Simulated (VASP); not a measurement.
# SiC (Cm) in VASP: notebook

The runs below take SiC through single point, with PBE.

Everything below comes from runs of VASP 6.6.1. Logs are shortened: lines on timing, memory, paths and dates and some standing lists are left out, and cuts for length are marked.

### 1 The cell of the first run

The structure is monoclinic, space group Cm (No. 8). The conventional cell has a = 5.325 Å, b = 3.075 Å, c = 15.088 Å, α = 90.00°, β = 93.37°, γ = 90.00°. Si (site symmetry m) has 4 C at 1.88 to 2.08 Å within 2.5 Å. Si (site symmetry m) has 4 C at 1.88 Å within 2.5 Å. Within 2.5 Å of Si (site symmetry m) lie 4 C at 1.88 Å. Within 2.5 Å of Si (site symmetry m) lie 4 C at 1.88 Å. Si (site symmetry m) has 4 C at 1.88 Å within 2.5 Å. Si (site symmetry m) has 4 C at 1.88 Å within 2.5 Å. Within 2.5 Å of C (site symmetry m) lie 4 Si at 1.88 Å. Within 2.5 Å of C (site symmetry m) lie 4 Si at 1.88 Å.

### 2 Single point, PBE

INCAR

```
SYSTEM = SiC
ALGO     = Normal         ! electronic algorithm
EDIFF    = 1E-7           ! SCF threshold, eV
ENCUT    = 520            ! plane-wave cutoff, eV
GGA      = PE             ! functional
ISIF     = 2              ! what is computed and relaxed
ISMEAR   = 0              ! smearing method
LASPH    = .True.         ! aspherical terms in the spheres
LCHARG   = .True.         ! write CHGCAR
LELF     = .True.         ! ELF
LREAL    = .False.        ! projectors in reciprocal space
LVHAR    = .True.       
LWAVE    = .False.        ! write WAVECAR
NBANDS   = 36             ! bands
NELM     = 60             ! most SCF steps
PREC     = Accurate       ! precision mode
SIGMA    = 0.05           ! smearing width, eV
```

KPOINTS

```
k-points
0
Gamma
  10 10 2
  0 0 0
```

POSCAR

```
SiC
1.0
    2.1740000000     -2.1740000000      0.0000000000
    2.1740000000      0.0000000000     -2.1740000000
    9.4208116000      8.3335942000      8.3335942000
Si C
6 6
Direct
    0.6562534733      0.6562534733      0.0624666667
   -0.1493298600     -0.1493298600      0.8958000000
    0.2951368067      0.2951368067      0.2291333333
    0.5729034733      0.5729034733      0.5624666667
   -0.0659798600     -0.0659798600      0.3958000000
    0.2117868067      0.2117868067      0.7291333333
    0.5937409733      0.5937409733      0.4374666667
    0.9548576400      0.9548576400      0.2708000000
    0.2326243067      0.2326243067      0.6041333333
    0.5103909733      0.5103909733      0.9374666667
   -0.1284923600     -0.1284923600      0.7708000000
    0.3159743067      0.3159743067      0.1041333333
```

Potentials or basis: VASP PAW PBE potentials, release 64 (Si, C).

Run with:

```bash
cat potpaw_PBE.64/Si/POTCAR potpaw_PBE.64/C/POTCAR > POTCAR
mpirun -np 1 vasp_std > vasp.out
```

OUTCAR:

```text
SYSTEM = SiC
   EDIFF = 1E-7
   ENCUT = 520
   GGA = PE
   ISIF = 2
   ISMEAR = 0
   LASPH = .True.
   LREAL = .False.
   NELM = 60
   PREC = Accurate

 ion  position               nearest neighbor table
   1  0.656  0.656  0.062-  12 1.88  12 1.88  12 1.88  10 2.08   2 2.66   3 3.07   3 3.07   3 3.07

   2  0.851  0.851  0.896-  11 1.88  10 1.88  10 1.88  10 1.88   1 2.66   6 3.07   6 3.07   6 3.07

   3  0.295  0.295  0.229-  12 1.88   8 1.88   8 1.88   8 1.88   1 3.07   1 3.07   1 3.07   5 3.07
                             5 3.07   5 3.07
   4  0.573  0.573  0.562-   9 1.88   9 1.88   9 1.88   7 1.88   6 3.07   6 3.07   6 3.07   5 3.07
                             5 3.07   5 3.07
   5  0.934  0.934  0.396-   8 1.88   7 1.88   7 1.88   7 1.88   4 3.07   4 3.07   3 3.07   3 3.07
                             4 3.07   3 3.07
   6  0.212  0.212  0.729-   9 1.88  11 1.88  11 1.88  11 1.88   4 3.07   4 3.07   4 3.07   2 3.07
                             2 3.07   2 3.07
   7  0.594  0.594  0.437-   4 1.88   5 1.88   5 1.88   5 1.88
   8  0.955  0.955  0.271-   5 1.88   3 1.88   3 1.88   3 1.88
   9  0.233  0.233  0.604-   4 1.88   4 1.88   4 1.88   6 1.88
  10  0.510  0.510  0.937-   2 1.88   2 1.88   2 1.88   1 2.08
  11  0.872  0.872  0.771-   2 1.88   6 1.88   6 1.88   6 1.88
  12  0.316  0.316  0.104-   1 1.88   1 1.88   1 1.88   3 1.88

  LATTYP: Found a base centered monoclinic cell.
 ALAT       =     5.3251907008
 B/A-ratio  =     0.5773502692
 C/A-ratio  =     2.8333352943
 COS(beta)  =    -0.0588352534

  Lattice vectors:

 A1 = (  -2.1740000000,   2.1740000000,   0.0000000000)
 A2 = (  -2.1740000000,   0.0000000000,   2.1740000000)
 A3 = (   9.4208116000,   8.3335942000,   8.3335942000)

Analysis of symmetry for initial positions (statically):
=====================================================================
 Subroutine PRICEL returns:
 Original cell was already a primitive cell.

 Routine SETGRP: Setting up the symmetry group for a
 base centered monoclinic supercell.

 Subroutine GETGRP returns: Found  2 space group operations
 (whereof  2 operations were pure point group operations)
 out of a pool of  4 trial point group operations.

The static configuration has the point symmetry C_1h.

Analysis of symmetry for dynamics (positions and initial velocities):
=====================================================================
 Subroutine PRICEL returns:
 Original cell was already a primitive cell.

 Routine SETGRP: Setting up the symmetry group for a
 base centered monoclinic supercell.

 Subroutine GETGRP returns: Found  2 space group operations
 (whereof  2 operations were pure point group operations)
 out of a pool of  4 trial point group operations.

The dynamic configuration has the point symmetry C_1h.

 Subroutine INISYM returns: Found  2 space group operations
 (whereof  2 operations are pure point group operations),
 and found     1 'primitive' translations

----------------------------------------------------------------------------------------

                                     Primitive cell

  volume of cell :     123.2991

  direct lattice vectors                    reciprocal lattice vectors
     2.174000000 -2.174000000  0.000000000     0.146937289 -0.313044312  0.146937289
     2.174000000  0.000000000 -2.174000000     0.146937289  0.146937289 -0.313044312
     9.420811600  8.333594200  8.333594200     0.038331800  0.038331800  0.038331800

  length of vectors
     3.074500285  3.074500285 15.088050762     0.375736443  0.375736443  0.066392625

  position of ions in fractional coordinates (direct lattice)
     0.656253473  0.656253473  0.062466667
     0.850670140  0.850670140  0.895800000
     0.295136807  0.295136807  0.229133333
     0.572903473  0.572903473  0.562466667
     0.934020140  0.934020140  0.395800000
     0.211786807  0.211786807  0.729133333
     0.593740973  0.593740973  0.437466667
     0.954857640  0.954857640  0.270800000
     0.232624307  0.232624307  0.604133333
     0.510390973  0.510390973  0.937466667
     0.871507640  0.871507640  0.770800000
     0.315974307  0.315974307  0.104133333

  ion indices of the primitive-cell ions
   primitive index   ion index
                 1           1
                 2           2
                 3           3
                 4           4
                 5           5
                 6           6
                 7           7
                 8           8
                 9           9
                10          10
                11          11
                12          12

----------------------------------------------------------------------------------------

 KPOINTS: k-points

Automatic generation of k-mesh.
 Grid dimensions read from file:
 generate k-points for:   10   10    2

 Generating k-lattice:

  Cartesian coordinates                     Fractional coordinates (reciprocal lattice)
     0.014693729 -0.031304431  0.014693729     0.100000000  0.000000000  0.000000000
     0.014693729  0.014693729 -0.031304431     0.000000000  0.100000000  0.000000000
     0.019165900  0.019165900  0.019165900     0.000000000  0.000000000  0.500000000

  Length of vectors
     0.037573644  0.037573644  0.033196313

  Shift w.r.t. Gamma in fractional coordinates (k-lattice)
     0.000000000  0.000000000  0.000000000

 Subroutine IBZKPT returns following result:
 ===========================================

 Found     62 irreducible k-points:

 Following reciprocal coordinates:
            Coordinates               Weight
  0.000000  0.000000  0.000000      1.000000
  0.100000  0.000000 -0.000000      4.000000
  0.200000  0.000000 -0.000000      4.000000
  0.300000  0.000000  0.000000      4.000000
  0.400000  0.000000  0.000000      4.000000
  0.500000  0.000000  0.000000      2.000000
[... 16 lines left out ...]
  0.300000  0.300000  0.000000      2.000000
  0.400000  0.300000 -0.000000      4.000000
 [... further k-points ...]
   k-points           NKPTS =     62   k-points in BZ     NKDIM =     62   number of bands    NBANDS=     36
   number of dos      NEDOS =    301   number of ions     NIONS =     12
   total plane-waves  NPLWV =  64512
   dimension x,y,z NGX =    24 NGY =   24 NGZ =  112
   dimension x,y,z NGXF=    48 NGYF=   48 NGZF=  224
   ions per type =               6   6
   NGX,Y,Z   is equivalent  to a cutoff of  12.98, 12.98, 12.34 a.u.
   NGXF,Y,Z  is equivalent  to a cutoff of  25.95, 25.95, 24.68 a.u.
 SYSTEM =  SiC
   PREC   = accura    normal or accurate (medium, high low for compatibility)
   ISTART =      0    job   : 0-new  1-cont  2-samecut
   ICHARG =      2    charge: 1-file 2-atom 10-const
   ISPIN  =      1    spin polarized calculation?
   LNONCOLLINEAR =      F non collinear calculations
   LSORBIT =      F    spin-orbit coupling
   LASPH  =      T    aspherical Exc in radial PAW
   ENCUT  =  520.0 eV  38.22 Ry    6.18 a.u.   5.72  5.72 28.05*2*pi/ulx,y,z
   NELM   =     60;   NELMIN=  2; NELMDL= -5     # of ELM steps
   EDIFF  = 0.1E-06   stopping-criterion for ELM
   LREAL  =      F    real-space projection
   EDIFFG = 0.1E-05   stopping-criterion for IOM
   NSW    =      0    number of steps for IOM
   IBRION =     -1    ionic relax: 0-MD 1-quasi-New 2-CG
   NFREE  =      0    steps in history (QN), initial steepest desc. (CG)
   ISIF   =      2    stress and relaxation
   ISYM   =      2    0-nonsym 1-usesym 2-fastsym
   POTIM  = 0.5000    time-step for ionic-motion
   TEBEG  =    0.0;   TEEND  =   0.0 temperature during run
   PSTRESS=    0.0 pullay stress
   NELECT =      48.0000    total number of electrons
   NUPDOWN=      -1.0000    fix difference up-down
   EMIN   =  10.00;   EMAX   =-10.00  energy-range for DOS
   EFERMI =   0.00;   METHOD = LEGACY
   ISMEAR =     0;   SIGMA  =   0.05  broadening in eV -4-tet -1-fermi 0-gaus
   EFERMI_NEDOS =   21; number of points for ismear=-14 and -15
   IALGO  =     38    algorithm
   IMIX   =      4    mixing-type and parameters
     AMIX     =   0.40;   BMIX     =  1.00
     AMIX_MAG =   1.60;   BMIX_MAG =  1.00
  volume/ion in A,a.u.               =      10.27        69.34
  Fermi-wavevector in a.u.,A,eV,Ry     =   1.195369  2.258920 19.441458  1.428907
  Thomas-Fermi vector in A             =   2.331336
   LORBIT       =      0    0 simple, 1 ext, 2 COOP (PROOUT), +10 PAW based schemes
   GGA     = PE    functional components
   LHFCALC =     F    Hartree Fock is set to
   AEXX    =    0.0000 exact exchange contribution
   IVDW    =     0    specifies the selected vdW correction
   LEPSILON=     F    determine dielectric tensor
   LRPA    =     F    only Hartree local field effects (RPA)
 non-spin polarized calculation
 Gauss-broadening in eV      SIGMA  =   0.05
  energy-cutoff  :      520.00
  volume of cell :      123.30
 maximum number of plane-waves:      3340
   NGX = 11   NGY = 11   NGZ = 57

 number of electron      47.9999999 magnetization

 Free energy of the ion-electron system (eV)
  ---------------------------------------------------
  ext. energy  EPLUGINS =         0.00000000
  ---------------------------------------------------
  free energy    TOTEN  =       -89.05140762 eV

  energy without entropy =      -89.05140762  energy(sigma->0) =      -89.05140762

 E-fermi :   8.8529     XC(G=0): -11.4027

 val. band max:        8.6462562075   @ k =   0.0000   0.0000   0.0000
 cond. band min:       9.3141449947   @ k =   0.5000   0.0000   0.0000
 fundamental gap:      0.6678887872
 Fermi energy:         8.8528875314

 k-point     1 :       0.0000    0.0000    0.0000
  band No.  band energies     occupation
      1      -7.2846      2.00000
      2      -6.7496      2.00000
      3      -6.6798      2.00000
      4      -5.2132      2.00000
      5      -5.1474      2.00000
      6      -3.6592      2.00000
[... 28 lines left out ...]
     35      15.7193      0.00000
     36      15.7819      0.00000

 k-point     2 :       0.1000    0.0000   -0.0000
  band No.  band energies     occupation
      1      -7.1098      2.00000
      2      -6.5816      2.00000
      3      -6.5025      2.00000
      4      -5.0633      2.00000
      5      -4.9697      2.00000
      6      -3.5128      2.00000
[... 28 lines left out ...]
     35      15.6898      0.00000
     36      15.8665      0.00000

 k-point     3 :       0.2000    0.0000   -0.0000
  band No.  band energies     occupation
      1      -6.5917      2.00000
      2      -6.0840      2.00000
      3      -5.9785      2.00000
      4      -4.6152      2.00000
      5      -4.4579      2.00000
      6      -3.0938      2.00000
[... 28 lines left out ...]
     35      16.3099      0.00000
     36      16.3880      0.00000
[... 742 lines left out ...]
 k-point    23 :       0.3000    0.3000    0.0000
  band No.  band energies     occupation
      1      -5.7436      2.00000
      2      -5.2970      2.00000
      3      -5.1058      2.00000
      4      -3.9360      2.00000
      5      -3.6393      2.00000
      6      -2.5062      2.00000
[... 28 lines left out ...]
     35      16.0090      0.00000
     36      16.7535      0.00000

 k-point    24 :       0.4000    0.3000   -0.0000
  band No.  band energies     occupation
      1      -5.0994      2.00000
      2      -4.6766      2.00000
      3      -4.4802      2.00000
      4      -3.4001      2.00000
      5      -3.1296      2.00000
      6      -2.1668      2.00000
[... 28 lines left out ...]
     35      15.7801      0.00000
     36      16.2521      0.00000

 [... further k-points ...]
[... 5 lines left out ...]
  --------------------------------------------------------------------------------------
  -------------------------------------------------------------------------------------
  Total       -3.4144602      6.8344271      6.8344271     -0.4268999      4.3351739     -0.4269002
  in kB      -44.3682988     88.8081515     88.8081515     -5.5472382     56.3322678     -5.5472416
  external PRESSURE =      44.4160014 kB  Pullay stress =       0.0000000 kB

 VOLUME and BASIS-vectors are now :
 -----------------------------------------------------------------------------
  energy-cutoff  :      520.00
  volume of cell :      123.30
      direct lattice vectors                 reciprocal lattice vectors
     2.174000000 -2.174000000  0.000000000     0.146937289 -0.313044312  0.146937289
     2.174000000  0.000000000 -2.174000000     0.146937289  0.146937289 -0.313044312
     9.420811600  8.333594200  8.333594200     0.038331800  0.038331800  0.038331800

 POSITION                                       TOTAL-FORCE (eV/Angst)
 -----------------------------------------------------------------------------------
      3.44188     -0.90612     -0.90612        -1.769911      0.547913      0.547913
     12.13788      5.61588      5.61588        -0.061822     -0.294893     -0.294893
      3.44188      1.26788      1.26788        -0.062155      0.239353      0.239353
      7.78988      3.44188      3.44188         0.034394      0.046387      0.046387
      7.78988      1.26788      1.26788         0.017686      0.056672      0.056672
      7.78988      5.61588      5.61588         0.015461      0.060832      0.060832
      6.70288      2.35488      2.35488        -0.040284     -0.042588     -0.042588
      6.70288      0.18088      0.18088        -0.055344     -0.018680     -0.018680
      6.70288      4.52888      4.52888        -0.013882     -0.060741     -0.060741
     11.05088      6.70288      6.70288         1.865496     -0.809246     -0.809246
     11.05088      4.52888      4.52888         0.136345     -0.185211     -0.185211
      2.35488      0.18088      0.18088        -0.065982      0.460203      0.460203
 -----------------------------------------------------------------------------------
    total drift:                                0.000582     -0.000503     -0.000503

  FREE ENERGIE OF THE ION-ELECTRON SYSTEM (eV)
  ---------------------------------------------------
  free  energy   TOTEN  =       -89.0514076181 eV

  energy  without entropy=      -89.0514076180  energy(sigma->0) =      -89.05140762
```

Wall time 4 min (1 thread of Intel Xeon 6975P-C, shared host); peak memory 0.36 GiB.

What came out:

| Property | Result |
| --- | --- |
| Free energy | -89.0514 eV |
| Pressure | 4.4 GPa |
| Largest force | 2.189 eV/Å |
| Band gap on the k mesh | 0.67 eV, indirect (least direct gap 1.38 eV) |

Forces on the atoms (eV/Å):
```
Si  -1.770  0.548  0.548
Si  -0.062 -0.295 -0.295
Si  -0.062  0.239  0.239
Si   0.034  0.046  0.046
Si   0.018  0.057  0.057
Si   0.015  0.061  0.061
C   -0.040 -0.043 -0.043
C   -0.055 -0.019 -0.019
C   -0.014 -0.061 -0.061
C    1.865 -0.809 -0.809
C    0.136 -0.185 -0.185
C   -0.066  0.460  0.460
```

Stress tensor (GPa, compression positive):
```
-4.44 -0.55 -0.55
-0.55  8.88  5.63
-0.55  5.63  8.88
```

Caveat: forces of over 1 eV/Å act on the atoms, so gaps and moduli don't describe the material at rest.

### 3 Single point, PBE

INCAR

```
ALGO = Normal
EDIFF = 1E-6
ENCUT = 520
GGA = PE
ISIF = 2
ISMEAR = 0
LASPH = True
LCHARG = False
LREAL = False
LWAVE = False
NBANDS = 36
NELM = 100
PREC = Accurate
SIGMA = 0.05
```

KPOINTS

```
k-points
0
Gamma
  10 10 2
```

POSCAR

```
SiC
1.0
    2.1740000000     -2.1740000000      0.0000000000
    2.1740000000      0.0000000000     -2.1740000000
   10.8700000000      7.6090000000      7.6090000000
Si C
6 6
Direct
    0.6354333333      0.6354333333      0.0624666667
   -0.4479000000     -0.4479000000      0.8958000000
    0.2187666667      0.2187666667      0.2291333333
    0.3854333333      0.3854333333      0.5624666667
   -0.1979000000     -0.1979000000      0.3958000000
   -0.0312333333     -0.0312333333      0.7291333333
    0.4479333333      0.4479333333      0.4374666667
    0.8646000000      0.8646000000      0.2708000000
    0.0312666667      0.0312666667      0.6041333333
    0.1979333333      0.1979333333      0.9374666667
   -0.3854000000     -0.3854000000      0.7708000000
    0.2812666667      0.2812666667      0.1041333333
```

Potentials or basis: VASP PAW PBE potentials, release 64 (Si, C).

Run with:

```bash
cat potpaw_PBE.64/Si/POTCAR potpaw_PBE.64/C/POTCAR > POTCAR
mpirun -np 1 vasp_std > vasp.out
```

Run time: 4.3 min. Hardware: 1 thread of Intel Xeon 6975P-C, shared host; peak memory 0.37 GiB.

Results (log left out):

- Free energy: -88.3589 eV
- Pressure: 3.4 GPa
- Largest force: 0.955 eV/Å
- Band gap on the k mesh: 1.03 eV, indirect (least direct gap 1.85 eV)

Forces in eV/Å, atoms in the order of the input:
```
Si  -0.401 -0.287 -0.287
Si  -0.416  0.094  0.094
Si   0.403  0.070  0.070
Si   0.048  0.043  0.043
Si   0.056  0.045  0.045
Si   0.049  0.046  0.046
C   -0.043 -0.048 -0.048
C   -0.048 -0.030 -0.030
C   -0.052 -0.046 -0.046
C   -0.435  0.203  0.203
C   -0.116 -0.090 -0.090
C    0.955  0.000  0.000
```

Stress tensor (GPa, compression positive):
```
9.67 2.08 2.08
2.08 0.28 2.04
2.08 2.04 0.28
```

Levels at points of the mesh, in eV from the valence-band top:
| k point | band 21 | band 22 | band 23 | band 24 | band 25 | band 26 | band 27 | band 28 |
| --- | --- | --- | --- | --- | --- | --- | --- | --- |
| (0.00, 0.00, 0.00) | -0.56 | -0.40 | -0.34 | 0.00 | 4.54 | 5.18 | 5.42 | 5.63 |
| (0.50, 0.00, 0.00) | -2.21 | -2.01 | -1.54 | -1.07 | 1.16 | 1.95 | 2.13 | 3.31 |
| (0.50, 0.50, 0.00) | -2.12 | -1.96 | -1.44 | -1.37 | 1.38 | 1.63 | 2.19 | 3.70 |
| (0.00, 0.00, 0.50) | -0.67 | -0.47 | -0.36 | -0.29 | 4.60 | 5.20 | 5.37 | 5.72 |
| (0.50, 0.00, 0.50) | -2.02 | -1.81 | -1.55 | -0.98 | 1.24 | 1.39 | 2.77 | 2.89 |
| (0.50, 0.50, 0.50) | -2.70 | -1.74 | -1.57 | -1.05 | 1.06 | 1.75 | 2.68 | 2.99 |

A k mesh can miss the band edges. As with any semilocal functional, this PBE gap is likely too small.

[end of part 1 of 2]
